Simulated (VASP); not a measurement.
Here is a VASP 6.6.1 calculation.

POSCAR

```
CsTi3
1.0
    8.7101304104      0.0000000000      0.0000000000
   -4.3550652052      7.5431942057      0.0000000000
    0.0000000000      0.0000000000      4.8240148531
Cs Ti
2 6
Direct
    0.3333333333      0.6666666667      0.2500000000
    0.6666666667      0.3333333333      0.7500000000
    0.9022300904      0.8044601809      0.2500000000
    0.0977699096      0.9022300904      0.7500000000
    0.1955398191      0.0977699096      0.2500000000
    0.0977699096      0.1955398191      0.7500000000
    0.9022300904      0.0977699096      0.2500000000
    0.8044601809      0.9022300904      0.7500000000
```

The input INCAR.step1:

```
PREC = Accurate ; ENCUT = 520
ISMEAR = 0 ; SIGMA = 0.1
LREAL = False ; LASPH = True
NELM = 60 ; NBANDS = 55
GGA = PE ; ALGO = Normal
EDIFF = 1E-4 ; LWAVE = True
LCHARG = False
```

INCAR.step2

```
PREC = Accurate ; ENCUT = 520
EDIFF = 1E-6 ; ISMEAR = 0
SIGMA = 0.1 ; LREAL = False
LASPH = True ; NELM = 60
ALGO = Normal ; ISIF = 2
LWAVE = False ; LCHARG = True
METAGGA = R2SCAN ; LMIXTAU = True
LELF = True ; LVHAR = True
NBANDS = 55 ; ISTART = 1
```

KPOINTS

```
regular mesh
0
Gamma
  3 3 4
```

Potentials or basis: VASP PAW PBE potentials, release 64 (Cs_sv, Ti_sv).

Run with:

```console
$ cat potpaw_PBE.64/Cs_sv/POTCAR potpaw_PBE.64/Ti_sv/POTCAR > POTCAR
$ cp INCAR.step1 INCAR
$ mpirun -np 1 vasp_std > vasp.out
$ cp INCAR.step2 INCAR
$ mpirun -np 1 vasp_std > vasp.out
```

(1) What does it give for the pressure?

(2) Estimate the band gap on the k mesh.

(3) What does it give for the largest force?

Answers

(1) 0.1 GPa.

(2) zero (band 45 reaches 2.75 eV, above the bottom of band 46 at 2.49 eV).

(3) 0.067 eV/Å.

Caveat: the PAW data sets were made with another functional, which shifts forces and pressure a little; spin-orbit coupling is left out, which moves the levels of the heavy elements.
